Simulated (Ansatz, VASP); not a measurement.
## TiTe2 in VASP and in Ansatz

INCAR

```
SYSTEM = TiTe2
PREC = Accurate
ENCUT = 520
EDIFF = 1E-7
ISMEAR = -1
SIGMA = 0.02
LREAL = .False.
LASPH = .True.
NELM = 80
ALGO = Normal
ISIF = 2
LWAVE = .False.
LCHARG = .False.
GGA = PE
NBANDS = 19
```

File KPOINTS:

```
regular mesh
0
Gamma
  6 6 6
  0 0 0
```

The input POSCAR:

```
TiTe2
1.0
    0.0000000000      3.4401227352      3.4401227352
    3.4401227352      0.0000000000      3.4401227352
    3.4401227352      3.4401227352      0.0000000000
Ti Te
1 2
Direct
    0.0000000000      0.0000000000      0.0000000000
    0.2500000000      0.2500000000      0.2500000000
    0.7500000000      0.7500000000      0.7500000000
```

Input for Ansatz:

```yaml
crystal:
  lattice:
    - [0.0, 3.4401227352, 3.4401227352]
    - [3.4401227352, 0.0, 3.4401227352]
    - [3.4401227352, 3.4401227352, 0.0]
  atoms:
    - { symbol: Ti, position: [0.0, 0.0, 0.0] }
    - { symbol: Te, position: [0.25, 0.25, 0.25] }
    - { symbol: Te, position: [0.75, 0.75, 0.75] }
kpoints:
  mp_grid: { grid: [6, 6, 6] }
  band_path:
    path:
      - [0.0, 0.0, 0.0]
      - [0.5, 0.0, 0.5]
      - [0.625, 0.25, 0.625]
      - [0.375, 0.375, 0.75]
      - [0.5, 0.5, 0.5]
      - [0.5, 0.25, 0.75]
      - [0.5, 0.3, 0.7]
      - [0.35, 0.0, 0.35]
      - [0.0, 0.3333333333, -0.3333333333]
    npoints: 1
hamiltonian:
  xc: pbe
scf:
  occupations: { method: fermi_dirac, width: 0.02 }
  n_extra_bands: 4
output:
  forces: true
  stress: true
  eigenvalues: true
```

Alike in both runs: task single point; functional PBE; k mesh 6 × 6 × 6; occupations fermi-dirac, width 0.02 eV; no spin polarisation.

|  | VASP | Ansatz |
| --- | --- | --- |
| version | VASP 6.6.1 | Ansatz 0.2.0 |
| potentials or method | VASP PAW PBE potentials, release 64 (Ti_sv, Te) | plane waves, PAW |
| plane-wave cutoff (eV) | 520 | 420 |
| valence electrons in the cell | 24 | 44 |

|  | VASP | Ansatz | Ansatz less VASP |
| --- | --- | --- | --- |
| pressure (GPa) | -0.2 | -0.2 | -0.01 |

The functional is the same, so the differences come from potentials, cutoffs and numerics. VASP's potentials hold 24 valence electrons a cell and Ansatz's 44, so a difference there can come from the potentials and not from the codes.

Spin-orbit coupling is off throughout.
